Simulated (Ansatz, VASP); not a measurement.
Given: the input of a run of Ansatz 0.2.0 on CuO.

File input.yaml:

```yaml
crystal:
  lattice:
    - [2.34185, -1.7113, 0.0]
    - [2.34185, 1.7113, 0.0]
    - [-0.8500274268, 0.0, 5.0578693947]
  atoms:
    - { symbol: Cu, position: [0.5, 0.0, 0.5] }
    - { symbol: Cu, position: [0.0, 0.5, 0.0] }
    - { symbol: O, position: [0.4184, 0.5816, 0.75] }
    - { symbol: O, position: [0.5816, 0.4184, 0.25] }
hamiltonian:
  xc: lda
  pseudopotentials: { kind: paw }
kpoints:
  mp_grid: { grid: [10, 10, 5] }
scf:
  occupations: { method: fermi_dirac, width: 0.05 }
output:
  forces: true
  stress: true
  eigenvalues: true
```

Potentials or basis: Ansatz PAW.

Run with:

```bash
$ ansatz run input.yaml --threads 2 --pin off --max-ram 5632MiB --backend cpu --events-out ev --progress --plain --runs-dir out
```

Question: Translate it to VASP 6.6.1. Potentials there: VASP PAW LDA potentials, release 64 (Cu, O).

Answer: As run (the cutoff follows the program's own potentials):

The input INCAR:

```
PREC = Accurate
ENCUT = 520
EDIFF = 1E-6
ISMEAR = -1
SIGMA = 0.05
LREAL = False
LASPH = True
NELM = 80
ALGO = Normal
ISIF = 2
LWAVE = False
LCHARG = False
GGA = CA
NBANDS = 25
```

File KPOINTS:

```
Automatic mesh
0
Gamma
  10 10 5
```

File POSCAR:

```
CuO
1.0
    2.3418500000     -1.7113000000      0.0000000000
    2.3418500000      1.7113000000      0.0000000000
   -0.8500274268      0.0000000000      5.0578693947
Cu O
2 2
Direct
    0.5000000000      0.0000000000      0.5000000000
    0.0000000000      0.5000000000      0.0000000000
    0.4184000000      0.5816000000      0.7500000000
    0.5816000000      0.4184000000      0.2500000000
```

Potentials or basis: VASP PAW LDA potentials, release 64 (Cu, O).

Launch:

```console
$ cat potpaw_LDA.64/Cu/POTCAR potpaw_LDA.64/O/POTCAR > POTCAR
$ mpirun -np 1 vasp_std > vasp.out
```

Both were run:

|  | VASP | Ansatz | Ansatz less VASP |
| --- | --- | --- | --- |
| gap on the k mesh at the Fermi level (eV) | none | none | - |
| pressure (GPa) | -8.7 | -9.6 | -0.86 |
| traceless stress, the component that is largest in VASP (GPa) | 3.57 | 3.97 | +0.395 |
| rms of the force components (eV/Å) | 0.174 | 0.193 | +0.0191 |

LDA's correlation is that of Perdew and Zunger in VASP and of Perdew and Wang (1992) in Ansatz. Atom by atom the forces differ by 0.019 eV/Å (rms over components). A gap of «none» marks a metal or a gap that the smearing closes. VASP's potentials hold 34 valence electrons a cell and Ansatz's 50, so a difference there can come from the potentials and not from the codes.
